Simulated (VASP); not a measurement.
The system is TiSi2.

```xyz
3
Lattice="-1.4729 1.7121 4.2121 1.4729 -1.7121 4.2121 1.4729 1.7121 -4.2121" Properties=species:S:1:pos:R:3 pbc="T T T"
Ti    0.0000    0.0000    0.0000
Si    0.0000    0.0000    2.7793
Si    0.0000    0.0000    5.6448
```

Base run:

| Property | Result |
| --- | --- |
| Program | VASP 6.6.1 |
| Functional | LDA |
| Potentials or basis | VASP PAW LDA potentials, release 64 (Ti_sv, Si) |
| Cutoff | 520 eV |
| k mesh | 10 × 10 × 10 |
| Occupations | fermi-dirac, width 0.15 eV |
| Spin | no spin polarisation |

Its results: band gap on the k mesh zero (band 10 reaches 11.19 eV, above the bottom of band 11 at 8.91 eV); pressure -6.2 GPa; largest force 0.103 eV/Å.

Q: The run is repeated on the same cell with these changes: k mesh from 10 × 10 × 10 to 3 × 3 × 3. What comes out?

A: Band gap on the k mesh zero (band 10 reaches 11.03 eV, above the bottom of band 11 at 9.43 eV); pressure -6.7 GPa; largest force 0.197 eV/Å.

Caveats: some runs use coarse meshes.
